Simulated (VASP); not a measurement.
Input of a VASP 6.6.1 run:

File INCAR:

```
SYSTEM = WC
PREC = Accurate ; ENCUT = 520
EDIFF = 1E-7 ; ISMEAR = -1
SIGMA = 0.05 ; LREAL = .False.
LASPH = .True. ; NELM = 100
ALGO = Normal ; ISIF = 2
LWAVE = .False. ; LCHARG = .False.
NBANDS = 16
```

KPOINTS

```
regular mesh
0
Gamma
  10 10 10
  0 0 0
```

Contents of POSCAR:

```
WC
1.0
    0.0000000000      2.2215384142      2.2215384142
    2.2215384142      0.0000000000      2.2215384142
    2.2215384142      2.2215384142      0.0000000000
W C
1 1
Direct
    0.0000000000      0.0000000000      0.0000000000
    0.5000000000      0.5000000000      0.5000000000
```

Potentials or basis: VASP PAW LDA potentials, release 64 (W_sv, C).

Run with:

```console
$ cat potpaw_LDA.64/W_sv/POTCAR potpaw_LDA.64/C/POTCAR > POTCAR
$ mpirun -np 1 vasp_std > vasp.out
```

**Question.** Estimate the band gap on the k mesh.

**Answer.** Zero (band 9 reaches 12.62 eV, above the bottom of band 10 at 9.65 eV).

**Question.** What does it give for the pressure?

**Answer.** -26.3 GPa.

Caveat: spin-orbit coupling is left out, which moves the levels of the heavy elements.
